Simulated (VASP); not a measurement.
# Mo (P6/mmm) in VASP: a series of runs

The runs below take Mo through single point, with PBE.

Program: VASP 6.6.1. These are calculated values, not measurements. Logs are shortened: lines on timing, memory, paths and dates and some standing lists are left out, and cuts for length are marked.

### 1 The cell of the first run

Symmetry: P6/mmm, No. 191, hexagonal system. The conventional cell has a = 2.650 Å, b = 2.650 Å, c = 2.723 Å, α = 90.00°, β = 90.00°, γ = 120.00°. Mo (site symmetry 6/mmm) has 8 Mo at 2.65 to 2.72 Å within 3.5 Å.

### 2 Single point, PBE

Contents of INCAR:

```
SYSTEM = Mo
ALGO = Fast ; EDIFF = 1E-6
ENCUT = 520 ; GGA = PE
ISIF = 2 ; ISMEAR = 0
LASPH = .TRUE. ; LCHARG = .TRUE.
LELF = .TRUE. ; LREAL = .FALSE.
LVHAR = .TRUE. ; LWAVE = .FALSE.
NBANDS = 13 ; NELM = 100
PREC = Accurate ; SIGMA = 0.15
```

Contents of KPOINTS:

```
k-points
0
G
  24 24 20
  0 0 0
```

Contents of POSCAR:

```
Mo
1.0
    2.6499690891      0.0000000000      0.0000000000
   -1.3249845445      2.2949405504      0.0000000000
    0.0000000000      0.0000000000      2.7228062693
Mo
1
Direct
    0.0000000000      0.0000000000      0.5000000000
```

Potentials or basis: VASP PAW PBE potentials, release 64 (Mo_sv).

Command:

```console
cat potpaw_PBE.64/Mo_sv/POTCAR > POTCAR
mpirun -np 1 vasp_std > vasp.out
```

OUTCAR:

```text
SYSTEM = Mo
   EDIFF = 1E-6
   ENCUT = 520
   GGA = PE
   ISIF = 2
   ISMEAR = 0
   LASPH = .TRUE.
   LREAL = .FALSE.
   NELM = 100
   PREC = Accurate

 ion  position               nearest neighbor table
   1  0.000  0.000  0.500-

  LATTYP: Found a hexagonal cell.
 ALAT       =     2.6499690891
 C/A-ratio  =     1.0274860490

  Lattice vectors:

 A1 = (   2.6499690891,   0.0000000000,   0.0000000000)
 A2 = (  -1.3249845445,   2.2949405504,   0.0000000000)
 A3 = (   0.0000000000,   0.0000000000,   2.7228062693)

Analysis of symmetry for initial positions (statically):
=====================================================================
 Subroutine PRICEL returns:
 Original cell was already a primitive cell.

 Routine SETGRP: Setting up the symmetry group for a
 hexagonal supercell.

 Subroutine GETGRP returns: Found 24 space group operations
 (whereof 24 operations were pure point group operations)
 out of a pool of 24 trial point group operations.

The static configuration has the point symmetry D_6h.

Analysis of symmetry for dynamics (positions and initial velocities):
=====================================================================
 Subroutine PRICEL returns:
 Original cell was already a primitive cell.

 Routine SETGRP: Setting up the symmetry group for a
 hexagonal supercell.

 Subroutine GETGRP returns: Found 24 space group operations
 (whereof 24 operations were pure point group operations)
 out of a pool of 24 trial point group operations.

The dynamic configuration has the point symmetry D_6h.

 Subroutine INISYM returns: Found 24 space group operations
 (whereof 24 operations are pure point group operations),
 and found     1 'primitive' translations

----------------------------------------------------------------------------------------

                                     Primitive cell

  volume of cell :      16.5588

  direct lattice vectors                    reciprocal lattice vectors
     2.649969089  0.000000000  0.000000000     0.377362892  0.217870567  0.000000000
    -1.324984544  2.294940550  0.000000000     0.000000000  0.435741135  0.000000000
     0.000000000  0.000000000  2.722806269     0.000000000  0.000000000  0.367268142

  length of vectors
     2.649969089  2.649969089  2.722806269     0.435741135  0.435741135  0.367268142

  position of ions in fractional coordinates (direct lattice)
     0.000000000  0.000000000  0.500000000

[... 78 lines left out ...]
   NSW    =      0    number of steps for IOM
   IBRION =     -1    ionic relax: 0-MD 1-quasi-New 2-CG
   NFREE  =      0    steps in history (QN), initial steepest desc. (CG)
   ISIF   =      2    stress and relaxation
   ISYM   =      2    0-nonsym 1-usesym 2-fastsym
   POTIM  = 0.5000    time-step for ionic-motion
   TEBEG  =    0.0;   TEEND  =   0.0 temperature during run
   PSTRESS=    0.0 pullay stress
   NELECT =      14.0000    total number of electrons
   NUPDOWN=      -1.0000    fix difference up-down
   EMIN   =  10.00;   EMAX   =-10.00  energy-range for DOS
   EFERMI =   0.00;   METHOD = LEGACY
   ISMEAR =     0;   SIGMA  =   0.15  broadening in eV -4-tet -1-fermi 0-gaus
   EFERMI_NEDOS =   21; number of points for ismear=-14 and -15
   IALGO  =     68    algorithm
   IMIX   =      4    mixing-type and parameters
     AMIX     =   0.40;   BMIX     =  1.00
     AMIX_MAG =   1.60;   BMIX_MAG =  1.00
  volume/ion in A,a.u.               =      16.56       111.74
  Fermi-wavevector in a.u.,A,eV,Ry     =   1.548013  2.925320 32.604229  2.396343
  Thomas-Fermi vector in A             =   2.653024
   LORBIT       =      0    0 simple, 1 ext, 2 COOP (PROOUT), +10 PAW based schemes
   GGA     = PE    functional components
   LHFCALC =     F    Hartree Fock is set to
   AEXX    =    0.0000 exact exchange contribution
   IVDW    =     0    specifies the selected vdW correction
   LEPSILON=     F    determine dielectric tensor
   LRPA    =     F    only Hartree local field effects (RPA)
 non-spin polarized calculation
 RMM-DIIS sequential band-by-band and
 Gauss-broadening in eV      SIGMA  =   0.15
  energy-cutoff  :      520.00
  volume of cell :       16.56
 maximum number of plane-waves:       460
 NGX is ok and might be reduce to    20

 number of electron      13.9999995 magnetization

 Free energy of the ion-electron system (eV)
  ---------------------------------------------------
  ext. energy  EPLUGINS =         0.00000000
  ---------------------------------------------------
  free energy    TOTEN  =        -9.91123444 eV

  energy without entropy =       -9.89906515  energy(sigma->0) =       -9.90514980

 E-fermi :  11.7530     XC(G=0): -12.9486

 val. band max:       11.7526062406   @ k =   0.2500   0.0417   0.4500
 cond. band min:      11.7534465735   @ k =   0.2917   0.2917   0.3000
 fundamental gap:      0.0008403330
 Fermi energy:        11.7529602559

 k-point     1 :       0.0000    0.0000    0.0000
  band No.  band energies     occupation
      1     -49.4241      2.00000
      2     -22.9926      2.00000
      3     -22.4916      2.00000
      4     -22.4916      2.00000
      5       4.8250      2.00000
      6       7.3571      2.00000
      7      10.7882      2.00000
      8      10.7882      2.00000
      9      15.5141      0.00000
     10      15.5141      0.00000
     11      25.0739      0.00000
     12      25.2499      0.00000
     13      33.5914      0.00000
[... 354 lines left out ...]
  band No.  band energies     occupation
      1     -49.1046      2.00000
      2     -24.2638      2.00000
      3     -22.9245      2.00000
      4     -22.7590      2.00000
      5       6.5729      2.00000
      6       9.0931      2.00000
      7      11.4067      1.99890
      8      12.9802      0.00000
      9      14.5770      0.00000
     10      16.7983      0.00000
     11      22.6605      0.00000
     12      25.9940      0.00000
     13      27.5588      0.00000

 [... further k-points ...]
[... 5 lines left out ...]
  --------------------------------------------------------------------------------------
  -------------------------------------------------------------------------------------
  Total        1.8880561      1.8880561     -1.3988021      0.0000000     -0.0000000     -0.0000000
  in kB      182.6823034    182.6823034   -135.3436446      0.0000000     -0.0000000     -0.0000000
  external PRESSURE =      76.6736541 kB  Pullay stress =       0.0000000 kB

 VOLUME and BASIS-vectors are now :
 -----------------------------------------------------------------------------
  energy-cutoff  :      520.00
  volume of cell :       16.56
      direct lattice vectors                 reciprocal lattice vectors
     2.649969089  0.000000000  0.000000000     0.377362892  0.217870567  0.000000000
    -1.324984544  2.294940550  0.000000000     0.000000000  0.435741135  0.000000000
     0.000000000  0.000000000  2.722806269     0.000000000  0.000000000  0.367268142

 POSITION                                       TOTAL-FORCE (eV/Angst)
 -----------------------------------------------------------------------------------
      0.00000      0.00000      1.36140         0.000000      0.000000      0.000000
 -----------------------------------------------------------------------------------
    total drift:                               -0.000000      0.000000     -0.000000

  FREE ENERGIE OF THE ION-ELECTRON SYSTEM (eV)
  ---------------------------------------------------
  free  energy   TOTEN  =        -9.9112344395 eV

  energy  without entropy=       -9.8990651536  energy(sigma->0) =       -9.90514980
```

Wall time 54 s (1 thread of Intel Xeon 6975P-C (Granite Rapids), shared host); peak memory 0.23 GiB.

Results:

```yaml
Free_energy: -9.9112 eV
Pressure: 7.7 GPa
Band_gap_on_the_k_mesh: zero (band 7 reaches 12.75 eV, above the bottom of band 8 at 10.79 eV)
```

### 3 Single point, PBE

This run uses another cell than the first one, of the same volume but with other edges.

Contents of INCAR:

```
ALGO = Fast
EDIFF = 1E-6
ENCUT = 520
GGA = PE
ISIF = 2
ISMEAR = 0
LASPH = True
LCHARG = False
LREAL = False
LWAVE = False
NBANDS = 13
NELM = 60
PREC = Accurate
SIGMA = 0.15
```

Contents of KPOINTS:

```
k-points
0
Gamma
  24 24 20
```

Contents of POSCAR:

```
Mo
1.0
    2.7729877995      0.0000000000      0.0000000000
   -1.3864938997      2.4014778787      0.0000000000
    0.0000000000      0.0000000000      2.4865800244
Mo
1
Direct
    0.0000000000      0.0000000000      0.5000000000
```

Potentials or basis: VASP PAW PBE potentials, release 64 (Mo_sv).

Command:

```console
cat potpaw_PBE.64/Mo_sv/POTCAR > POTCAR
mpirun -np 1 vasp_std > vasp.out
```

It took 50 s on 1 thread of Intel Xeon 6975P-C (Granite Rapids), shared host; peak memory 0.24 GiB.

It converged, with:

| Quantity | Value |
| --- | --- |
| Free energy | -10.0598 eV |
| Pressure | 3.6 GPa |
| Band gap on the k mesh | zero (band 7 reaches 12.42 eV, above the bottom of band 8 at 10.59 eV) |

Stress tensor (GPa, compression positive):
```
2.20 0.00 0.00
0.00 2.20 0.00
0.00 0.00 6.34
```

Levels at points of the mesh, in eV from the Fermi level:
| k point | band 5 | band 6 | band 7 | band 8 | band 9 | band 10 |
| --- | --- | --- | --- | --- | --- | --- |
| (0.00, 0.00, 0.00) | -6.70 | -4.36 | -0.90 | -0.90 | 4.33 | 4.33 |
| (0.50, 0.00, 0.00) | -4.80 | -3.34 | 0.93 | 1.60 | 3.75 | 4.16 |
| (0.00, 0.00, 0.50) | -3.36 | 0.09 | 0.09 | 0.42 | 0.42 | 0.42 |
| (0.50, 0.00, 0.50) | -5.34 | -3.02 | -0.77 | 4.61 | 6.30 | 6.66 |
